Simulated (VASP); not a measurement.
Input of a VASP 6.6.1 run:

The input INCAR:

```
SYSTEM = Rh
PREC = Accurate
ENCUT = 520
EDIFF = 1E-6
ISMEAR = 0
SIGMA = 0.1
LREAL = .FALSE.
LASPH = .TRUE.
NELM = 60
ALGO = Fast
ISIF = 2
LWAVE = .FALSE.
LCHARG = .TRUE.
LDIPOL = .TRUE.
IDIPOL = 3
DIPOL = 0.5 0.5 0.500
LELF = .TRUE.
LVHAR = .TRUE.
LVACPOTAV = .TRUE.
NBANDS = 54
```

File KPOINTS:

```
regular mesh
0
G
  15 15 1
  0 0 0
```

File POSCAR:

```
Rh
1.0
    2.6542598518      0.0000000000      0.0000000000
   -1.3271299259      2.2986564599      0.0000000000
    0.0000000000      0.0000000000     25.8359704695
Rh
6
Direct
    0.6666666667      0.3333333333      0.2902929468
    0.3333333333      0.6666666667      0.3741757681
    0.0000000000      0.0000000000      0.4580585894
    0.6666666667      0.3333333333      0.5419414106
    0.3333333333      0.6666666667      0.6258242319
    0.0000000000      0.0000000000      0.7097070532
```

Potentials or basis: VASP PAW LDA potentials, release 64 (Rh_pv).

The run is started by

```bash
$ cat potpaw_LDA.64/Rh_pv/POTCAR > POTCAR
$ mpirun -np 1 vasp_std > vasp.out
```

Problem. What does it give for the band gap on the k mesh?

Solution. Zero (band 45 reaches 4.26 eV, above the bottom of band 46 at 2.47 eV).

Problem. Predict the largest force.

Solution. 0.339 eV/Å.

Forces in eV/Å, atoms in the order of the input:
```
Rh   0.000  0.000  0.339
Rh   0.000  0.000 -0.243
Rh   0.000  0.000 -0.235
Rh   0.000  0.000  0.235
Rh   0.000  0.000  0.243
Rh   0.000  0.000 -0.339
```
